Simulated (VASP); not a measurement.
# CuAu (P4/mmm) in VASP: notebook, part 2 of 2

VASP 6.6.1. The steps go on from the part before.

### 3 Single point, PBEsol (zz strain of +1 %)

Contents of INCAR:

```
ALGO = Normal ; EDIFF = 1E-6
ENCUT = 520 ; GGA = PS
ISIF = 2 ; ISMEAR = -1
LASPH = True ; LCHARG = False
LREAL = False ; LWAVE = False
NBANDS = 18 ; NELM = 80
PREC = Accurate ; SIGMA = 0.05
```

Contents of KPOINTS:

```
k-points
0
Gamma
  13 13 10
```

Contents of POSCAR:

```
CuAu
1.0
    2.8000000000      0.0000000000      0.0000000000
    0.0000000000      2.8000000000      0.0000000000
    0.0000000000      0.0000000000      3.7067000000
Cu Au
1 1
Direct
    0.5000000000      0.5000000000      0.5000000000
    0.0000000000      0.0000000000      0.0000000000
```

Potentials or basis: VASP PAW PBE potentials, release 64 (Cu, Au).

Command:

```console
cat potpaw_PBE.64/Cu/POTCAR potpaw_PBE.64/Au/POTCAR > POTCAR
mpirun -np 1 vasp_std > vasp.out
```

OUTCAR:

```text
EDIFF = 1E-6
   ENCUT = 520
   GGA = PS
   ISIF = 2
   ISMEAR = -1
   LASPH = True
   LREAL = False
   NELM = 80
   PREC = Accurate

 ion  position               nearest neighbor table
   1  0.500  0.500  0.500-   2 2.71   2 2.71   2 2.71   2 2.71   2 2.71   2 2.71   2 2.71   2 2.71

   2  0.000  0.000  0.000-   1 2.71   1 2.71   1 2.71   1 2.71   1 2.71   1 2.71   1 2.71   1 2.71

  LATTYP: Found a simple tetragonal cell.
 ALAT       =     2.8000000000
 C/A-ratio  =     1.3238214286

  Lattice vectors:

 A1 = (   2.8000000000,   0.0000000000,   0.0000000000)
 A2 = (   0.0000000000,   2.8000000000,   0.0000000000)
 A3 = (   0.0000000000,   0.0000000000,   3.7067000000)

Analysis of symmetry for initial positions (statically):
=====================================================================
 Subroutine PRICEL returns:
 Original cell was already a primitive cell.

 Routine SETGRP: Setting up the symmetry group for a
 simple tetragonal supercell.

 Subroutine GETGRP returns: Found 16 space group operations
 (whereof 16 operations were pure point group operations)
 out of a pool of 16 trial point group operations.

The static configuration has the point symmetry D_4h.

Analysis of symmetry for dynamics (positions and initial velocities):
=====================================================================
 Subroutine PRICEL returns:
 Original cell was already a primitive cell.

 Routine SETGRP: Setting up the symmetry group for a
 simple tetragonal supercell.

 Subroutine GETGRP returns: Found 16 space group operations
 (whereof 16 operations were pure point group operations)
 out of a pool of 16 trial point group operations.

The dynamic configuration has the point symmetry D_4h.

 Subroutine INISYM returns: Found 16 space group operations
 (whereof 16 operations are pure point group operations),
 and found     1 'primitive' translations

----------------------------------------------------------------------------------------

                                     Primitive cell

  volume of cell :      29.0605

  direct lattice vectors                    reciprocal lattice vectors
     2.800000000  0.000000000  0.000000000     0.357142857  0.000000000  0.000000000
     0.000000000  2.800000000  0.000000000     0.000000000  0.357142857  0.000000000
     0.000000000  0.000000000  3.706700000     0.000000000  0.000000000  0.269781747

  length of vectors
     2.800000000  2.800000000  3.706700000     0.357142857  0.357142857  0.269781747

  position of ions in fractional coordinates (direct lattice)
     0.500000000  0.500000000  0.500000000
     0.000000000  0.000000000  0.000000000

  ion indices of the primitive-cell ions
   primitive index   ion index
                 1           1
                 2           2

----------------------------------------------------------------------------------------

 KPOINTS: k-points

Automatic generation of k-mesh.
 Grid dimensions read from file:
 generate k-points for:   13   13   10

 Generating k-lattice:

  Cartesian coordinates                     Fractional coordinates (reciprocal lattice)
     0.027472527  0.000000000  0.000000000     0.076923077  0.000000000  0.000000000
     0.000000000  0.027472527  0.000000000     0.000000000  0.076923077  0.000000000
     0.000000000  0.000000000  0.026978175     0.000000000  0.000000000  0.100000000

  Length of vectors
     0.027472527  0.027472527  0.026978175

  Shift w.r.t. Gamma in fractional coordinates (k-lattice)
     0.000000000  0.000000000  0.000000000

 Subroutine IBZKPT returns following result:
 ===========================================

 Found    168 irreducible k-points:

 Following reciprocal coordinates:
            Coordinates               Weight
  0.000000  0.000000  0.000000      1.000000
  0.076923  0.000000  0.000000      4.000000
  0.153846  0.000000  0.000000      4.000000
  0.230769  0.000000  0.000000      4.000000
  0.307692  0.000000  0.000000      4.000000
  0.384615  0.000000  0.000000      4.000000
[... 16 lines left out ...]
  0.307692  0.307692  0.000000      4.000000
  0.384615  0.307692  0.000000      8.000000
 [... further k-points ...]
   k-points           NKPTS =    168   k-points in BZ     NKDIM =    168   number of bands    NBANDS=     18
   number of dos      NEDOS =    301   number of ions     NIONS =      2
   total plane-waves  NPLWV =  16128
   dimension x,y,z NGX =    24 NGY =   24 NGZ =   28
   dimension x,y,z NGXF=    48 NGYF=   48 NGZF=   56
   ions per type =               1   1
   NGX,Y,Z   is equivalent  to a cutoff of  14.25, 14.25, 12.56 a.u.
   NGXF,Y,Z  is equivalent  to a cutoff of  28.50, 28.50, 25.12 a.u.
 SYSTEM =  unknown system
   PREC   = accura    normal or accurate (medium, high low for compatibility)
   ISTART =      0    job   : 0-new  1-cont  2-samecut
   ICHARG =      2    charge: 1-file 2-atom 10-const
   ISPIN  =      1    spin polarized calculation?
   LNONCOLLINEAR =      F non collinear calculations
   LSORBIT =      F    spin-orbit coupling
   LASPH  =      T    aspherical Exc in radial PAW
   ENCUT  =  520.0 eV  38.22 Ry    6.18 a.u.   5.21  5.21  6.89*2*pi/ulx,y,z
   NELM   =     80;   NELMIN=  2; NELMDL= -5     # of ELM steps
   EDIFF  = 0.1E-05   stopping-criterion for ELM
   LREAL  =      F    real-space projection
   EDIFFG = 0.1E-04   stopping-criterion for IOM
   NSW    =      0    number of steps for IOM
   IBRION =     -1    ionic relax: 0-MD 1-quasi-New 2-CG
   NFREE  =      0    steps in history (QN), initial steepest desc. (CG)
   ISIF   =      2    stress and relaxation
   ISYM   =      2    0-nonsym 1-usesym 2-fastsym
   POTIM  = 0.5000    time-step for ionic-motion
   TEBEG  =    0.0;   TEEND  =   0.0 temperature during run
   PSTRESS=    0.0 pullay stress
   NELECT =      22.0000    total number of electrons
   NUPDOWN=      -1.0000    fix difference up-down
   EMIN   =  10.00;   EMAX   =-10.00  energy-range for DOS
   EFERMI =   0.00;   METHOD = LEGACY
   ISMEAR =    -1;   SIGMA  =   0.05  broadening in eV -4-tet -1-fermi 0-gaus
   EFERMI_NEDOS =   21; number of points for ismear=-14 and -15
   IALGO  =     38    algorithm
   IMIX   =      4    mixing-type and parameters
     AMIX     =   0.40;   BMIX     =  1.00
     AMIX_MAG =   1.60;   BMIX_MAG =  1.00
  volume/ion in A,a.u.               =      14.53        98.06
  Fermi-wavevector in a.u.,A,eV,Ry     =   1.492043  2.819552 30.289169  2.226191
  Thomas-Fermi vector in A             =   2.604621
   LORBIT       =      0    0 simple, 1 ext, 2 COOP (PROOUT), +10 PAW based schemes
   GGA     = PS    functional components
   LHFCALC =     F    Hartree Fock is set to
   AEXX    =    0.0000 exact exchange contribution
   IVDW    =     0    specifies the selected vdW correction
   LEPSILON=     F    determine dielectric tensor
   LRPA    =     F    only Hartree local field effects (RPA)
 non-spin polarized calculation
  energy-cutoff  :      520.00
  volume of cell :       29.06
 maximum number of plane-waves:       806
 NGX is ok and might be reduce to    24
   NGX = 11   NGY = 11   NGZ = 13

 number of electron      22.0000016 magnetization

 Free energy of the ion-electron system (eV)
  ---------------------------------------------------
  ext. energy  EPLUGINS =         0.00000000
  ---------------------------------------------------
  free energy    TOTEN  =        -8.35194920 eV

  energy without entropy =       -8.34817653  energy(sigma->0) =       -8.35006287

 E-fermi :   8.6020     XC(G=0): -12.8452

 val. band max:        8.5826100193   @ k =   0.4615   0.1538   0.4000
 cond. band min:       8.6255859919   @ k =   0.4615   0.3846   0.1000
 fundamental gap:      0.0429759726
 Fermi energy:         8.6019707816

 k-point     1 :       0.0000    0.0000    0.0000
  band No.  band energies     occupation
      1      -1.2757      2.00000
      2       1.9169      2.00000
      3       2.0909      2.00000
      4       4.5264      2.00000
      5       4.5264      2.00000
      6       5.6170      2.00000
[... 10 lines left out ...]
     17      25.4915      0.00000
     18      25.9396      0.00000
[... 463 lines left out ...]
 k-point    24 :       0.3846    0.3077    0.0000
  band No.  band energies     occupation
      1       1.9708      2.00000
      2       2.9166      2.00000
      3       2.9897      2.00000
      4       3.2728      2.00000
      5       4.6824      2.00000
      6       5.8297      2.00000
[... 10 lines left out ...]
     17      21.5653      0.00000
     18      21.8057      0.00000

 [... further k-points ...]

------------------------ aborting loop because EDIFF is reached ----------------------------------------

  FORCE on cell =-STRESS in cart. coord.  units (eV):
  Direction    XX          YY          ZZ          XY          YZ          ZX
  --------------------------------------------------------------------------------------
  -------------------------------------------------------------------------------------
  Total       -0.6346042     -0.6346042     -0.6321154      0.0000000      0.0000000      0.0000000
  in kB      -34.9872683    -34.9872683    -34.8500512      0.0000000      0.0000000      0.0000000
  external PRESSURE =     -34.9415293 kB  Pullay stress =       0.0000000 kB

 VOLUME and BASIS-vectors are now :
 -----------------------------------------------------------------------------
  energy-cutoff  :      520.00
  volume of cell :       29.06
      direct lattice vectors                 reciprocal lattice vectors
     2.800000000  0.000000000  0.000000000     0.357142857  0.000000000  0.000000000
     0.000000000  2.800000000  0.000000000     0.000000000  0.357142857  0.000000000
     0.000000000  0.000000000  3.706700000     0.000000000  0.000000000  0.269781747

 POSITION                                       TOTAL-FORCE (eV/Angst)
 -----------------------------------------------------------------------------------
      1.40000      1.40000      1.85335         0.000000      0.000000      0.000000
      0.00000      0.00000      0.00000         0.000000      0.000000      0.000000
 -----------------------------------------------------------------------------------
    total drift:                                0.000000      0.000000     -0.000000

  FREE ENERGIE OF THE ION-ELECTRON SYSTEM (eV)
  ---------------------------------------------------
  free  energy   TOTEN  =        -8.3519492048 eV

  energy  without entropy=       -8.3481765317  energy(sigma->0) =       -8.35006287
```

Wall time 86 s (1 thread of Intel Xeon 8259CL, shared host); peak memory 0.22 GiB.

What came out:

| Item | Value |
| --- | --- |
| Free energy | -8.3519 eV |
| Pressure | -3.5 GPa |
| Band gap on the k mesh | zero (bands 11 and 12 overlap by 6.36 eV) |

Caveat: the cell differs from its parent crystal (zz strain of +1 %); the cell stands under tension; the PAW data sets were made with another functional, which shifts forces and pressure a little; spin-orbit coupling is left out, which moves the levels of the heavy elements.

### 4 Single point, PBEsol (zz strain of +2 %)

Contents of INCAR:

```
SYSTEM = CuAu
ALGO = Normal ; EDIFF = 1E-6
ENCUT = 520 ; GGA = PS
ISIF = 2 ; ISMEAR = -1
LASPH = .TRUE. ; LCHARG = .FALSE.
LREAL = .FALSE. ; LWAVE = .FALSE.
NBANDS = 18 ; NELM = 80
PREC = Accurate ; SIGMA = 0.05
```

Contents of KPOINTS:

```
k-points
0
G
  13 13 10
  0 0 0
```

Edit POSCAR of step 3 so:

```diff
@@ -4,3 +4,3 @@
     0.0000000000      2.8000000000      0.0000000000
-    0.0000000000      0.0000000000      3.7067000000
+    0.0000000000      0.0000000000      3.7434000000
 Cu Au
```

Command:

```console
cat potpaw_PBE.64/Cu/POTCAR potpaw_PBE.64/Au/POTCAR > POTCAR
mpirun -np 1 vasp_std > vasp.out
```

Run time: 99 s. Hardware: 1 thread of Intel Xeon 8259CL, shared host; peak memory 0.22 GiB.

It converged, with:

```
Free energy            : -8.3444 eV
Pressure               : -4.9 GPa
Band gap on the k mesh : zero (bands 11 and 12 overlap by 6.31 eV)
```

Stress tensor (GPa, compression positive):
```
-4.76  0.00  0.00
 0.00 -4.76  0.00
 0.00  0.00 -5.16
```

Levels at points of the mesh, in eV from the Fermi level:
```tsv
k point	band 7	band 8	band 9	band 10	band 11	band 12	band 13	band 14	band 15	band 16
(0.00, 0.00, 0.00)	-2.86	-2.17	-1.69	-1.48	-1.48	1.75	7.54	10.16	10.16	16.76
(0.00, 0.00, 0.50)	-3.20	-2.71	-2.38	-2.30	-2.30	-1.94	14.42	14.57	14.57	15.01
```

Caveat: the cell differs from its parent crystal (zz strain of +2 %); the cell stands under tension; the PAW data sets were made with another functional, which shifts forces and pressure a little; spin-orbit coupling is left out, which moves the levels of the heavy elements.

### 5 Single point, PBEsol (14.67 Å³/atom)

This run uses another cell than the first one, of 14.67 Å³/atom.

Contents of INCAR:

```
SYSTEM = CuAu
PREC = Accurate ; ENCUT = 520
EDIFF = 1E-7 ; ISMEAR = -1
SIGMA = 0.05 ; LREAL = .False.
LASPH = .True. ; NELM = 100
ALGO = Normal ; ISIF = 2
LWAVE = .False. ; LCHARG = .False.
GGA = PS ; NBANDS = 18
```

Contents of KPOINTS:

```
Automatic mesh
0
Gamma
  13 13 10
  0 0 0
```

Contents of POSCAR:

```
CuAu
1.0
    2.8185435868      0.0000000000      0.0000000000
    0.0000000000      2.8185435868      0.0000000000
    0.0000000000      0.0000000000      3.6943053441
Cu Au
1 1
Direct
    0.5000000000      0.5000000000      0.5000000000
    0.0000000000      0.0000000000      0.0000000000
```

Potentials or basis: VASP PAW PBE potentials, release 64 (Cu, Au).

Command:

```console
cat potpaw_PBE.64/Cu/POTCAR potpaw_PBE.64/Au/POTCAR > POTCAR
mpirun -np 1 vasp_std > vasp.out
```

OUTCAR:

```text
SYSTEM = CuAu
   PREC = Accurate
   ENCUT = 520
   EDIFF = 1E-7
   ISMEAR = -1
   LREAL = .False.
   LASPH = .True.
   NELM = 100
   ISIF = 2
   GGA = PS

 ion  position               nearest neighbor table
   1  0.500  0.500  0.500-   2 2.72   2 2.72   2 2.72   2 2.72   2 2.72   2 2.72   2 2.72   2 2.72

   2  0.000  0.000  0.000-   1 2.72   1 2.72   1 2.72   1 2.72   1 2.72   1 2.72   1 2.72   1 2.72

  LATTYP: Found a simple tetragonal cell.
 ALAT       =     2.8185435868
 C/A-ratio  =     1.3107142857

  Lattice vectors:

 A1 = (   2.8185435868,   0.0000000000,   0.0000000000)
 A2 = (   0.0000000000,   2.8185435868,   0.0000000000)
 A3 = (   0.0000000000,   0.0000000000,   3.6943053441)

Analysis of symmetry for initial positions (statically):
=====================================================================
 Subroutine PRICEL returns:
 Original cell was already a primitive cell.

 Routine SETGRP: Setting up the symmetry group for a
 simple tetragonal supercell.

 Subroutine GETGRP returns: Found 16 space group operations
 (whereof 16 operations were pure point group operations)
 out of a pool of 16 trial point group operations.

The static configuration has the point symmetry D_4h.

Analysis of symmetry for dynamics (positions and initial velocities):
=====================================================================
 Subroutine PRICEL returns:
 Original cell was already a primitive cell.

 Routine SETGRP: Setting up the symmetry group for a
 simple tetragonal supercell.

 Subroutine GETGRP returns: Found 16 space group operations
 (whereof 16 operations were pure point group operations)
 out of a pool of 16 trial point group operations.

The dynamic configuration has the point symmetry D_4h.

 Subroutine INISYM returns: Found 16 space group operations
 (whereof 16 operations are pure point group operations),
[... 110 lines left out ...]
   EFERMI =   0.00;   METHOD = LEGACY
   ISMEAR =    -1;   SIGMA  =   0.05  broadening in eV -4-tet -1-fermi 0-gaus
   EFERMI_NEDOS =   21; number of points for ismear=-14 and -15
   IALGO  =     38    algorithm
   IMIX   =      4    mixing-type and parameters
     AMIX     =   0.40;   BMIX     =  1.00
     AMIX_MAG =   1.60;   BMIX_MAG =  1.00
  volume/ion in A,a.u.               =      14.67        99.03
  Fermi-wavevector in a.u.,A,eV,Ry     =   1.487151  2.810307 30.090876  2.211617
  Thomas-Fermi vector in A             =   2.600347
   LORBIT       =      0    0 simple, 1 ext, 2 COOP (PROOUT), +10 PAW based schemes
   GGA     = PS    functional components
   LHFCALC =     F    Hartree Fock is set to
   AEXX    =    0.0000 exact exchange contribution
   IVDW    =     0    specifies the selected vdW correction
   LEPSILON=     F    determine dielectric tensor
   LRPA    =     F    only Hartree local field effects (RPA)
 non-spin polarized calculation
  energy-cutoff  :      520.00
  volume of cell :       29.35
 maximum number of plane-waves:       812
 NGX is ok and might be reduce to    24
   NGX = 11   NGY = 11   NGZ = 13

 number of electron      22.0000010 magnetization

 Free energy of the ion-electron system (eV)
  ---------------------------------------------------
  ext. energy  EPLUGINS =         0.00000000
  ---------------------------------------------------
  free energy    TOTEN  =        -8.34418759 eV

  energy without entropy =       -8.33978330  energy(sigma->0) =       -8.34198544

 E-fermi :   8.4491     XC(G=0): -12.7879

 val. band max:        8.4372474571   @ k =   0.4615   0.1538   0.4000
 cond. band min:       8.4514797365   @ k =   0.4615   0.3846   0.1000
 fundamental gap:      0.0142322794
 Fermi energy:         8.4490915226

 k-point     1 :       0.0000    0.0000    0.0000
  band No.  band energies     occupation
      1      -1.3256      2.00000
      2       1.8707      2.00000
      3       2.0374      2.00000
      4       4.4044      2.00000
      5       4.4044      2.00000
      6       5.4521      2.00000
[... 481 lines left out ...]
      5       4.5597      2.00000
      6       5.6846      2.00000
[... 10 lines left out ...]
     17      21.4341      0.00000
     18      21.6386      0.00000

 [... further k-points ...]

------------------------ aborting loop because EDIFF is reached ----------------------------------------

  FORCE on cell =-STRESS in cart. coord.  units (eV):
  Direction    XX          YY          ZZ          XY          YZ          ZX
  --------------------------------------------------------------------------------------
  -------------------------------------------------------------------------------------
  Total       -0.9465874     -0.9465874     -0.8295961      0.0000000      0.0000000      0.0000000
  in kB      -51.6760154    -51.6760154    -45.2892367      0.0000000      0.0000000      0.0000000
  external PRESSURE =     -49.5470891 kB  Pullay stress =       0.0000000 kB

 VOLUME and BASIS-vectors are now :
 -----------------------------------------------------------------------------
  energy-cutoff  :      520.00
  volume of cell :       29.35
      direct lattice vectors                 reciprocal lattice vectors
     2.818543587  0.000000000  0.000000000     0.354793165  0.000000000  0.000000000
     0.000000000  2.818543587  0.000000000     0.000000000  0.354793165  0.000000000
     0.000000000  0.000000000  3.694305344     0.000000000  0.000000000  0.270686883

 POSITION                                       TOTAL-FORCE (eV/Angst)
 -----------------------------------------------------------------------------------
      1.40927      1.40927      1.84715         0.000000      0.000000      0.000000
      0.00000      0.00000      0.00000         0.000000      0.000000      0.000000
 -----------------------------------------------------------------------------------
    total drift:                                0.000000      0.000000     -0.000000

  FREE ENERGIE OF THE ION-ELECTRON SYSTEM (eV)
  ---------------------------------------------------
  free  energy   TOTEN  =        -8.3441875922 eV

  energy  without entropy=       -8.3397832952  energy(sigma->0) =       -8.34198544
```

It took 92 s on 1 thread of Intel Xeon 8259CL, shared host; peak memory 0.22 GiB.

Results:

| Quantity | Value |
| --- | --- |
| Free energy | -8.3442 eV |
| Pressure | -5.0 GPa |
| Band gap on the k mesh | zero (bands 11 and 12 overlap by 6.30 eV) |

Levels at points of the mesh, in eV from the Fermi level:
| k point | band 7 | band 8 | band 9 | band 10 | band 11 | band 12 | band 13 | band 14 | band 15 | band 16 |
| --- | --- | --- | --- | --- | --- | --- | --- | --- | --- | --- |
| (0.00, 0.00, 0.00) | -2.81 | -2.12 | -1.69 | -1.47 | -1.47 | 2.04 | 7.91 | 9.92 | 9.92 | 16.60 |
| (0.00, 0.00, 0.50) | -3.18 | -2.75 | -2.33 | -2.31 | -2.31 | -1.96 | 14.28 | 14.45 | 14.45 | 15.05 |

Caveat: the cell stands under tension; the PAW data sets were made with another functional, which shifts forces and pressure a little; spin-orbit coupling is left out, which moves the levels of the heavy elements.

### 6 The runs side by side

| cell | gap on the mesh (eV) | pressure (GPa) |
| --- | --- | --- |
| a = 2.791, b = 2.791, c = 3.658 Å, 2 atoms | none | -0.4 |
| a = 2.800, b = 2.800, c = 3.707 Å, 2 atoms | none | -3.5 |
| a = 2.800, b = 2.800, c = 3.743 Å, 2 atoms | none | -4.9 |
| a = 2.819, b = 2.819, c = 3.694 Å, 2 atoms | none | -5.0 |

Alike in all rows: task single point; level PBEsol; potentials or basis VASP PAW PBE potentials, release 64 (Cu, Au); no spin polarisation; k mesh 13 × 13 × 10; cutoff (eV) 520; smearing fermi-dirac 0.05 eV.

Caveats: the PAW data sets were made with another functional, which shifts forces and pressure a little; spin-orbit coupling is left out, which moves the levels of the heavy elements; the cell stands under tension (at least some runs).

Total energies depend on the potentials used, so only differences within one code and one set of settings carry meaning.
